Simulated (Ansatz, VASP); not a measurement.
Two plane-wave programs on HfO2

```
Hf O
1.0
     0.00000    2.54881    2.54881
     2.54881    0.00000    2.54881
     2.54881    2.54881    0.00000
Hf O
1 2
Cartesian
  0.0000 0.0000 0.0000
  1.2744 1.2744 1.2744
  3.8232 3.8232 3.8232
```

Alike in both runs: functional PBE; k mesh 8 × 8 × 8; occupations gaussian, width 0.02 eV; no spin polarisation.

Ansatz relaxed the structure, and its values are those at the end. VASP's run is a single point on that final structure, the one shown.

|  | VASP | Ansatz |
| --- | --- | --- |
| version | VASP 6.6.1 | Ansatz 0.2.0 |
| potentials or method | VASP PAW PBE potentials, release 64 (Hf_pv, O), cutoff 520 eV | scalar-relativistic, plane waves, PAW |
| valence electrons in the cell | 22 | 38 |

```tsv
	VASP	Ansatz	Ansatz less VASP
gap on the k mesh at the Fermi level (eV)	3.76	3.75	-0.011
least direct gap on the mesh (eV)	3.76	3.75	-0.011
pressure (GPa)	-3.6	0.0	+3.63
```

VASP's potentials hold 22 valence electrons a cell and Ansatz's 38, so a difference there can come from the potentials and not from the codes.

Neither program's run includes spin-orbit coupling.
